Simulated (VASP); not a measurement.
# Ti (P6/mmm) in VASP: notebook

Runs on Ti. Level: LDA. Tasks: relaxation of cell and atoms, single point.

All numbers are computed with VASP 6.6.1; they aren't measurements. Logs are shortened: lines on timing, memory, paths and dates and some standing lists are left out, and cuts for length are marked.

## (1) The cell of the first run

It takes space group P6/mmm (No. 191, hexagonal). The conventional cell has a = 3.980 Å, b = 3.980 Å, c = 2.467 Å, α = 90.00°, β = 90.00°, γ = 120.00°. Ti (site symmetry 6/mmm) has 14 Ti at 2.47 to 2.61 Å within 3.3 Å. Within 3.0 Å of Ti (site symmetry -6m2) lie 11 Ti at 2.30 to 2.61 Å.

## (2) Relaxation of cell and atoms, LDA, target pressure 75 GPa, at which the enthalpy is minimised

File INCAR:

```
SYSTEM = Ti
ALGO     = Normal         ! electronic algorithm
EDIFF    = 1E-6           ! SCF threshold, eV
EDIFFG   = -0.005         ! ionic threshold
ENCUT    = 600            ! plane-wave cutoff, eV
GGA      = CA             ! functional
IBRION   = 2              ! ionic algorithm
ISIF     = 3              ! what is computed and relaxed
ISMEAR   = -1             ! smearing method
LASPH    = .True.         ! aspherical terms in the spheres
LCHARG   = .False.        ! write CHGCAR
LREAL    = .False.        ! projectors in reciprocal space
LWAVE    = .False.        ! write WAVECAR
NELM     = 80             ! most SCF steps
NSW      = 60             ! ionic steps
PREC     = Accurate       ! precision mode
PSTRESS  = 750.0        
SIGMA    = 0.05           ! smearing width, eV
```

File KPOINTS:

```
k-points
0
Gamma
  9 9 13
  0 0 0
```

File POSCAR:

```
Ti
1.0
    3.9795224479      0.0000000000      0.0000000000
   -1.9897612240      3.4463675348      0.0000000000
    0.0000000000      0.0000000000      2.4673039177
Ti
3
Direct
    0.0000000000      0.0000000000      0.0000000000
    0.3333333333      0.6666666667      0.5000000000
    0.6666666667      0.3333333333      0.5000000000
```

Potentials or basis: VASP PAW LDA potentials, release 64 (Ti_sv).

On the command line:

```sh
$ cat potpaw_LDA.64/Ti_sv/POTCAR > POTCAR
$ mpirun -np 1 vasp_std > vasp.out
```

OUTCAR:

```text
SYSTEM = Ti
   EDIFF = 1E-6
   EDIFFG = -0.005
   ENCUT = 600
   GGA = CA
   IBRION = 2
   ISIF = 3
   ISMEAR = -1
   LASPH = .True.
   LREAL = .False.
   NELM = 80
   NSW = 60
   PREC = Accurate
   PSTRESS = 750.0

 ion  position               nearest neighbor table
   1  0.000  0.000  0.000-   2 2.61   3 2.61   2 2.61   3 2.61   3 2.61   3 2.61   2 2.61   2 2.61
                             3 2.61   3 2.61   2 2.61   2 2.61
   2  0.333  0.667  0.500-   3 2.30   3 2.30   3 2.30   1 2.61   1 2.61   1 2.61   1 2.61   1 2.61
                             1 2.61
   3  0.667  0.333  0.500-   2 2.30   2 2.30   2 2.30   1 2.61   1 2.61   1 2.61   1 2.61   1 2.61
                             1 2.61

  LATTYP: Found a hexagonal cell.
 ALAT       =     3.9795224479
 C/A-ratio  =     0.6200000000

  Lattice vectors:

 A1 = (   3.9795224479,   0.0000000000,   0.0000000000)
 A2 = (  -1.9897612240,   3.4463675348,   0.0000000000)
 A3 = (   0.0000000000,   0.0000000000,   2.4673039177)

Analysis of symmetry for initial positions (statically):
=====================================================================
 Subroutine PRICEL returns:
 Original cell was already a primitive cell.

 Routine SETGRP: Setting up the symmetry group for a
 hexagonal supercell.

 Subroutine GETGRP returns: Found 24 space group operations
 (whereof 24 operations were pure point group operations)
 out of a pool of 24 trial point group operations.

The static configuration has the point symmetry D_6h.

Analysis of symmetry for dynamics (positions and initial velocities):
=====================================================================
 Subroutine PRICEL returns:
 Original cell was already a primitive cell.

 Routine SETGRP: Setting up the symmetry group for a
 hexagonal supercell.

 Subroutine GETGRP returns: Found 24 space group operations
 (whereof 24 operations were pure point group operations)
 out of a pool of 24 trial point group operations.

The dynamic configuration has the point symmetry D_6h.

 Subroutine INISYM returns: Found 24 space group operations
 (whereof 24 operations are pure point group operations),
 and found     1 'primitive' translations

----------------------------------------------------------------------------------------

                                     Primitive cell

  volume of cell :      33.8388

  direct lattice vectors                    reciprocal lattice vectors
     3.979522448  0.000000000  0.000000000     0.251286433  0.145080290  0.000000000
    -1.989761224  3.446367535  0.000000000     0.000000000  0.290160579  0.000000000
     0.000000000  0.000000000  2.467303918     0.000000000  0.000000000  0.405300698

  length of vectors
     3.979522448  3.979522448  2.467303918     0.290160579  0.290160579  0.405300698

  position of ions in fractional coordinates (direct lattice)
     0.000000000  0.000000000  0.000000000
     0.333333333  0.666666667  0.500000000
     0.666666667  0.333333333  0.500000000

  ion indices of the primitive-cell ions
   primitive index   ion index
                 1           1
                 2           2
                 3           3

----------------------------------------------------------------------------------------

 KPOINTS: k-points

Automatic generation of k-mesh.
 Grid dimensions read from file:
 generate k-points for:    9    9   13

 Generating k-lattice:

  Cartesian coordinates                     Fractional coordinates (reciprocal lattice)
     0.027920715  0.016120032  0.000000000     0.111111111 -0.000000000  0.000000000
     0.000000000  0.032240064  0.000000000     0.000000000  0.111111111  0.000000000
     0.000000000  0.000000000  0.031176977     0.000000000  0.000000000  0.076923077

  Length of vectors
     0.032240064  0.032240064  0.031176977

  Shift w.r.t. Gamma in fractional coordinates (k-lattice)
     0.000000000  0.000000000  0.000000000

 Subroutine IBZKPT returns following result:
 ===========================================

 Found     84 irreducible k-points:

 Following reciprocal coordinates:
            Coordinates               Weight
  0.000000  0.000000  0.000000      1.000000
  0.111111 -0.000000  0.000000      6.000000
  0.222222 -0.000000  0.000000      6.000000
  0.333333  0.000000  0.000000      6.000000
  0.444444 -0.000000  0.000000      6.000000
  0.111111  0.111111  0.000000      6.000000
[... 16 lines left out ...]
  0.333333  0.222222  0.076923     24.000000
  0.333333  0.333333  0.076923      4.000000
 [... further k-points ...]
   k-points           NKPTS =     84   k-points in BZ     NKDIM =     84   number of bands    NBANDS=     22
   number of dos      NEDOS =    301   number of ions     NIONS =      3
   total plane-waves  NPLWV =  20480
   dimension x,y,z NGX =    32 NGY =   32 NGZ =   20
   dimension x,y,z NGXF=    64 NGYF=   64 NGZF=   40
   ions per type =               3
   NGX,Y,Z   is equivalent  to a cutoff of  13.37, 13.37, 13.48 a.u.
   NGXF,Y,Z  is equivalent  to a cutoff of  26.74, 26.74, 26.95 a.u.
 SYSTEM =  Ti
   PREC   = accura    normal or accurate (medium, high low for compatibility)
   ISTART =      0    job   : 0-new  1-cont  2-samecut
   ICHARG =      2    charge: 1-file 2-atom 10-const
   ISPIN  =      1    spin polarized calculation?
   LNONCOLLINEAR =      F non collinear calculations
   LSORBIT =      F    spin-orbit coupling
   LASPH  =      T    aspherical Exc in radial PAW
   ENCUT  =  600.0 eV  44.10 Ry    6.64 a.u.   7.95  7.95  4.93*2*pi/ulx,y,z
   NELM   =     80;   NELMIN=  2; NELMDL= -5     # of ELM steps
   EDIFF  = 0.1E-05   stopping-criterion for ELM
   LREAL  =      F    real-space projection
   EDIFFG = -.5E-02   stopping-criterion for IOM
   NSW    =     60    number of steps for IOM
   IBRION =      2    ionic relax: 0-MD 1-quasi-New 2-CG
   NFREE  =      1    steps in history (QN), initial steepest desc. (CG)
   ISIF   =      3    stress and relaxation
   ISYM   =      2    0-nonsym 1-usesym 2-fastsym
   POTIM  = 0.5000    time-step for ionic-motion
   TEBEG  =    0.0;   TEEND  =   0.0 temperature during run
   PSTRESS=  750.0 pullay stress
   NELECT =      36.0000    total number of electrons
   NUPDOWN=      -1.0000    fix difference up-down
   EMIN   =  10.00;   EMAX   =-10.00  energy-range for DOS
   EFERMI =   0.00;   METHOD = LEGACY
   ISMEAR =    -1;   SIGMA  =   0.05  broadening in eV -4-tet -1-fermi 0-gaus
   EFERMI_NEDOS =   21; number of points for ismear=-14 and -15
   IALGO  =     38    algorithm
   IMIX   =      4    mixing-type and parameters
     AMIX     =   0.40;   BMIX     =  1.00
     AMIX_MAG =   1.60;   BMIX_MAG =  1.00
  volume/ion in A,a.u.               =      11.28        76.12
  Fermi-wavevector in a.u.,A,eV,Ry     =   1.671234  3.158174 38.001387  2.793023
  Thomas-Fermi vector in A             =   2.756592
   LORBIT       =      0    0 simple, 1 ext, 2 COOP (PROOUT), +10 PAW based schemes
   GGA     = CA    functional components
   LHFCALC =     F    Hartree Fock is set to
   AEXX    =    0.0000 exact exchange contribution
   IVDW    =     0    specifies the selected vdW correction
   LEPSILON=     F    determine dielectric tensor
   LRPA    =     F    only Hartree local field effects (RPA)
 conjugate gradient relaxation of ions
 non-spin polarized calculation
  energy-cutoff  :      600.00
  volume of cell :       33.84
 maximum number of plane-waves:      1146
 NGX is ok and might be reduce to    32

--------------------------------------- Ionic step        1  -------------------------------------------

 number of electron      35.9999996 magnetization

 Free energy of the ion-electron system (eV)
  ---------------------------------------------------
  ext. energy  EPLUGINS =         0.00000000
  ---------------------------------------------------
  free energy    TOTEN  =       -23.17826422 eV

  energy without entropy =      -23.15786753  energy(sigma->0) =      -23.16806587

------------------------ aborting loop because EDIFF is reached ----------------------------------------

  FORCE on cell =-STRESS in cart. coord.  units (eV):
  Direction    XX          YY          ZZ          XY          YZ          ZX
  --------------------------------------------------------------------------------------
  -------------------------------------------------------------------------------------
  Total       15.8962209     15.8962209     16.7100113     -0.0000000     -0.0000000      0.0000000
  in kB      752.6434298    752.6434298    791.1742227     -0.0000000     -0.0000000      0.0000000
  external PRESSURE =      15.4870274 kB  Pullay stress =     750.0000000 kB
[... 96 lines left out ...]
  FREE ENERGIE OF THE ION-ELECTRON SYSTEM (eV)
  ---------------------------------------------------
  free  energy   TOTEN  =       -23.3000517195 eV

  energy  without entropy=      -23.2798609342  energy(sigma->0) =      -23.28995633

  enthalpy is  TOTEN    =        -7.3407086859 eV   P V=       15.9593430336

[... ionic steps 4 to 12 ...]

--------------------------------------- Ionic step       13  -------------------------------------------

 number of electron      35.9999995 magnetization

------------------------ aborting loop because EDIFF is reached ----------------------------------------

  FORCE on cell =-STRESS in cart. coord.  units (eV):
  Direction    XX          YY          ZZ          XY          YZ          ZX
  --------------------------------------------------------------------------------------
  -------------------------------------------------------------------------------------
  Total       15.9231533     15.9231533     15.9285308     -0.0000000      0.0000000      0.0000000
  in kB      750.7582069    750.7582069    751.0117511     -0.0000000      0.0000000      0.0000000
  external PRESSURE =       0.8427216 kB  Pullay stress =     750.0000000 kB
[... 63 lines left out ...]
  enthalpy is  TOTEN    =        -7.3420099283 eV   P V=       15.9071792395

--------------------------------------- Ionic step       15  -------------------------------------------

 number of electron      35.9999995 magnetization

 Free energy of the ion-electron system (eV)
  ---------------------------------------------------
  ext. energy  EPLUGINS =         0.00000000
  ---------------------------------------------------
  free energy    TOTEN  =       -23.25353036 eV

  energy without entropy =      -23.23367242  energy(sigma->0) =      -23.24360139

 E-fermi :  13.2465     XC(G=0): -13.9871

 val. band max:       13.2455681271   @ k =   0.4444   0.1111   0.1538
 cond. band min:      13.2745466369   @ k =   0.3333   0.1111   0.0769
 fundamental gap:      0.0289785098
 Fermi energy:        13.2465362246

 k-point     1 :       0.0000    0.0000    0.0000
  band No.  band energies     occupation
      1     -42.5410      2.00000
      2     -41.8815      2.00000
      3     -41.4873      2.00000
      4     -19.5802      2.00000
      5     -19.5802      2.00000
      6     -19.2621      2.00000
[... 574 lines left out ...]
      6     -19.4478      2.00000
[... 14 lines left out ...]
     21      14.5200      0.00000
     22      15.1019      0.00000

 [... further k-points ...]

------------------------ aborting loop because EDIFF is reached ----------------------------------------

  FORCE on cell =-STRESS in cart. coord.  units (eV):
  Direction    XX          YY          ZZ          XY          YZ          ZX
  --------------------------------------------------------------------------------------
  -------------------------------------------------------------------------------------
  Total       15.9212100     15.9212100     15.9195364     -0.0000000     -0.0000000      0.0000000
  in kB      750.4566946    750.4566946    750.3778110     -0.0000000     -0.0000000      0.0000000
  external PRESSURE =       0.4304001 kB  Pullay stress =     750.0000000 kB
[... 18 lines left out ...]
  FREE ENERGIE OF THE ION-ELECTRON SYSTEM (eV)
  ---------------------------------------------------
  free  energy   TOTEN  =       -23.2535303633 eV

  energy  without entropy=      -23.2336724246  energy(sigma->0) =      -23.24360139

  enthalpy is  TOTEN    =        -7.3420093148 eV   P V=       15.9115210485

 reached required accuracy - stopping structural energy minimisation
```

Wall time 6 min (1 thread of Intel Xeon Platinum 8259CL at 2.50GHz (Skylake/Cascade Lake), shared host); peak memory 0.18 GiB.

What came out:

```
Free energy                                            : -23.2535 eV
Relaxed volume                                         : 11.33 Å³/atom
Relaxed cell                                           : a = 3.968 Å, b = 3.968 Å, c = 2.492 Å, α = 90.00°, β = 90.00°, γ = 120.00°
Space group after relaxing (to 0.05 Å)                 : P6/mmm (No. 191)
Energy change on relaxing (the enthalpy is what falls) : -25.1 meV/atom
Ionic steps                                            : 15
Pressure after relaxing                                : 75.0 GPa
Band gap on the k mesh                                 : zero (band 18 reaches 13.76 eV, above the bottom of band 19 at 12.94 eV)
```

The path:
| step | energy change (eV) | largest force (eV/Å) | pressure (GPa) | volume (Å³) |
| --- | --- | --- | --- | --- |
| 1 | 0.0000 | 0.0000 | 76.55 | 33.84 |
| 2 | -0.2498 | 0.0000 | 71.11 | 34.37 |
| 3 | -0.1218 | 0.0000 | 73.82 | 34.09 |
| 4 | -0.0450 | 0.0000 | 75.60 | 33.93 |
| 5 | -0.0778 | 0.0000 | 74.92 | 34.00 |
| 6 | -0.0765 | 0.0000 | 74.91 | 33.99 |
| 7 | -0.0738 | 0.0000 | 74.96 | 33.99 |
| 8 | -0.0754 | 0.0000 | 74.97 | 33.99 |
| 9 | -0.0710 | 0.0000 | 74.97 | 33.98 |
| 10 | -0.0577 | 0.0000 | 75.31 | 33.95 |
| 11 | -0.0693 | 0.0000 | 75.11 | 33.98 |
| 12 | -0.0704 | 0.0000 | 75.09 | 33.98 |
| 13 | -0.0708 | 0.0000 | 75.08 | 33.98 |
| 14 | -0.0709 | 0.0000 | 75.08 | 33.98 |
| 15 | -0.0753 | 0.0000 | 75.04 | 33.99 |

Final structure:
```cif
data_structure
_symmetry_space_group_name_H-M 'P 1'
_symmetry_Int_Tables_number 1
_cell_length_a 3.9685
_cell_length_b 3.9685
_cell_length_c 2.4922
_cell_angle_alpha 90.000
_cell_angle_beta 90.000
_cell_angle_gamma 120.000
_cell_volume 33.99
loop_
_atom_site_label
_atom_site_type_symbol
_atom_site_fract_x
_atom_site_fract_y
_atom_site_fract_z
_atom_site_occupancy
Ti1 Ti 0.00000 0.00000 0.00000 1
Ti2 Ti 0.33333 0.66667 0.50000 1
Ti3 Ti 0.66667 0.33333 0.50000 1
```

Levels at points of the mesh, in eV from the Fermi level:
```
           k point  band 15  band 16  band 17  band 18  band 19  band 20  band 21  band 22
(0.00, 0.00, 0.00)    -0.52    -0.52    -0.37    -0.37     0.16     0.97     1.82     1.82
```

Caveat: the cell is relaxed towards a set pressure, so the enthalpy falls and the energy may rise.

## (3) Single point, LDA

This run uses another cell than the first one: it holds 1 atom, not 3.

File INCAR:

```
SYSTEM = Ti
PREC = Accurate
ENCUT = 520
EDIFF = 1E-7
ISMEAR = -1
SIGMA = 0.05
LREAL = .False.
LASPH = .True.
NELM = 60
ALGO = Normal
ISIF = 2
LWAVE = .False.
LCHARG = .False.
NBANDS = 12
```

File KPOINTS:

```
regular mesh
0
Gamma
  18 18 17
  0 0 0
```

File POSCAR:

```
Ti
1.0
    2.3600991769      0.0000000000      0.0000000000
   -1.1800495885      2.0439058426      0.0000000000
    0.0000000000      0.0000000000      2.3224897618
Ti
1
Direct
    0.0000000000      0.0000000000      0.0000000000
```

Potentials or basis: VASP PAW LDA potentials, release 64 (Ti_sv).

On the command line:

```sh
$ cat potpaw_LDA.64/Ti_sv/POTCAR > POTCAR
$ mpirun -np 1 vasp_std > vasp.out
```

Run time: 24 s. Hardware: 1 thread of Intel Xeon 6975P-C (Granite Rapids), shared host; peak memory 0.15 GiB.

The run converged. Its results:

```yaml
Free_energy: -7.3451 eV
Pressure: 75.3 GPa
Band_gap_on_the_k_mesh: zero (band 6 reaches 14.07 eV, above the bottom of band 7 at 12.44 eV)
```

Stress tensor (GPa, compression positive):
```
75.38  0.00  0.00
 0.00 75.38  0.00
 0.00  0.00 75.13
```

Levels at points of the mesh, in eV from the Fermi level:
```csv
k point,band 2,band 3,band 4,band 5,band 6,band 7,band 8,band 9,band 10,band 11
"(0.00, 0.00, 0.00)",-30.93,-30.53,-30.53,-6.10,-2.59,1.26,1.26,6.34,6.34,18.96
"(0.50, 0.00, 0.00)",-33.68,-31.21,-30.52,-3.90,-0.69,2.46,3.16,5.57,7.07,14.00
```
